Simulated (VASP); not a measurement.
Crystal: Mg5Cd3O8.

```
CELL_PARAMETERS angstrom
8.79070 0.00000 0.00000
0.00000 8.79070 0.00000
0.00000 0.00000 8.79070
ATOMIC_POSITIONS crystal
O 0.25240 0.00184 0.00251
O 0.24913 0.99993 0.50108
O 0.25365 0.50084 0.00001
O 0.24927 0.50156 0.50036
O 0.75127 0.00155 0.00029
O 0.75517 0.99853 0.49775
O 0.75201 0.49475 0.00032
O 0.74996 0.49890 0.50119
O 0.99991 0.24914 0.99859
O 0.00389 0.24993 0.49970
O 0.00185 0.75213 0.00001
O 0.99919 0.74956 0.50543
O 0.49901 0.24967 0.99714
O 0.50107 0.24943 0.49963
O 0.49853 0.74763 0.99771
O 0.49651 0.74867 0.50223
O 0.00317 0.00201 0.24938
O 0.99927 0.99456 0.74922
O 0.00231 0.49761 0.24872
O 0.00174 0.50061 0.75321
O 0.50192 0.99903 0.24640
O 0.49937 0.99937 0.75118
O 0.49622 0.50010 0.24996
O 0.50264 0.50116 0.75143
O 0.25238 0.24812 0.25107
O 0.25027 0.25695 0.74616
O 0.24817 0.74947 0.24962
O 0.25329 0.74717 0.74622
O 0.75213 0.24802 0.24741
O 0.75118 0.25157 0.74886
O 0.74915 0.74694 0.25105
O 0.75191 0.74738 0.75070
Mg 0.00231 0.99999 0.99829
Mg 0.00232 0.50029 0.99963
Mg 0.50264 0.00001 0.50012
Mg 0.49948 0.49600 0.50116
Mg 0.25094 0.25308 0.50049
Mg 0.25284 0.74691 0.99709
Mg 0.24806 0.74546 0.50435
Mg 0.74721 0.25053 0.49654
Mg 0.74892 0.74872 0.99938
Mg 0.25096 0.99457 0.25095
Mg 0.25079 0.50033 0.75162
Mg 0.74854 0.00472 0.25090
Mg 0.75179 0.99917 0.75210
Mg 0.74709 0.50424 0.75135
Mg 0.00212 0.25035 0.25175
Mg 0.99984 0.25229 0.74997
Mg 0.99769 0.74786 0.24916
Mg 0.49861 0.24885 0.74967
Mg 0.49917 0.74980 0.25039
Mg 0.50129 0.75110 0.75487
Cd 0.99712 0.00285 0.49628
Cd 0.99933 0.50023 0.49839
Cd 0.50179 0.00194 0.99674
Cd 0.50047 0.50226 0.00268
Cd 0.25077 0.25368 0.99929
Cd 0.74904 0.25307 0.99896
Cd 0.74816 0.75396 0.49889
Cd 0.24881 0.99803 0.74870
Cd 0.25123 0.49784 0.25094
Cd 0.74760 0.49937 0.25071
Cd 0.99657 0.74743 0.75149
Cd 0.49998 0.24963 0.25117
```

* Program: VASP 6.6.1
* Task: relaxation of volume and atoms at fixed shape
* Functional: PBEsol
* Potentials or basis: VASP PAW PBE potentials, release 64 (O, Mg, Cd)
* Cutoff: 700 eV
* k mesh: 1 × 1 × 1, shifted
* Occupations: fermi-dirac, width 0.05 eV
* Spin: no spin polarisation

At the start: pressure 8.3 GPa; volume 10.61 Å³/atom.

Task: How do energy, volume and symmetry change on relaxing?

Result: Over 14 steps the energy falls by 99.6 meV/atom and the volume is 10.83 Å³/atom (+2.0 %); space group P1 (No. 1, to 0.1 Å) before and after.

Step by step:
```tsv
step	energy change (eV)	largest force (eV/Å)	pressure (GPa)	volume (Å³)
1	0.0000	3.3499	8.30	679.31
2	-4.6593	0.7590	-7.41	734.80
3	-4.7348	0.9832	-5.98	727.80
4	-6.1503	0.5783	-0.68	696.55
5	-6.1969	0.5458	0.68	689.96
6	-6.3141	0.1972	0.26	691.77
7	-6.3295	0.2151	0.07	692.70
8	-6.3535	0.1324	-0.12	693.49
9	-6.3609	0.1624	-0.29	694.23
10	-6.3694	0.0675	0.20	692.03
11	-6.3694	0.0672	0.19	692.08
12	-6.3727	0.0507	-0.04	693.07
13	-6.3729	0.0537	-0.09	693.29
14	-6.3743	0.0298	0.00	692.85
```

Final structure:
```
O Mg Cd
1.0
     8.84871    0.00000    0.00000
     0.00000    8.84871    0.00000
     0.00000    0.00000    8.84871
O Mg Cd
32 20 12
Direct
  0.23561 0.98490 0.01224
  0.26416 0.99855 0.48956
  0.23632 0.51511 0.98459
  0.26361 0.50094 0.51272
  0.76205 0.98727 0.99978
  0.73807 0.01020 0.50137
  0.76362 0.51561 0.98473
  0.73654 0.48697 0.51474
  0.00086 0.24963 0.00257
  0.00248 0.24997 0.50146
  0.00237 0.75015 0.01150
  0.01827 0.74881 0.48215
  0.49941 0.25042 0.98200
  0.49748 0.25027 0.51041
  0.49607 0.74968 0.00311
  0.48862 0.75004 0.50091
  0.99794 0.99894 0.23809
  0.98546 0.01469 0.76496
  0.99987 0.49560 0.23299
  0.99677 0.48665 0.76172
  0.50385 0.98835 0.26250
  0.51324 0.00028 0.73693
  0.50156 0.51514 0.26728
  0.50252 0.49949 0.73922
  0.23710 0.23395 0.26552
  0.24959 0.26153 0.73571
  0.25192 0.76195 0.25007
  0.26285 0.73934 0.74835
  0.76360 0.23395 0.26544
  0.74909 0.24950 0.73781
  0.75176 0.76376 0.23872
  0.73732 0.75161 0.76065
  0.99799 0.99716 0.00312
  0.00034 0.50294 0.99679
  0.50063 0.99906 0.50039
  0.49842 0.50063 0.50646
  0.25290 0.24955 0.50210
  0.24809 0.74979 0.00290
  0.25689 0.74984 0.49746
  0.74754 0.24743 0.50353
  0.75341 0.75217 0.99997
  0.24731 0.99598 0.25253
  0.25325 0.50006 0.74781
  0.75283 0.99750 0.25027
  0.74789 0.00259 0.74994
  0.74774 0.49700 0.75006
  0.00031 0.24360 0.24989
  0.99769 0.25190 0.74910
  0.00336 0.75637 0.24353
  0.50314 0.25225 0.74067
  0.49725 0.75481 0.25312
  0.50023 0.74794 0.74650
  0.00042 0.00098 0.49919
  0.00126 0.49820 0.50080
  0.50115 0.99656 0.99958
  0.50033 0.50320 0.99728
  0.24703 0.24997 0.99878
  0.75368 0.24933 0.99833
  0.74687 0.75016 0.49944
  0.25163 0.00042 0.74950
  0.24913 0.50126 0.25107
  0.75176 0.50098 0.24980
  0.00043 0.74894 0.75330
  0.50050 0.24692 0.25553
```

Caveat: the PAW data sets were made with another functional, which shifts forces and pressure a little.
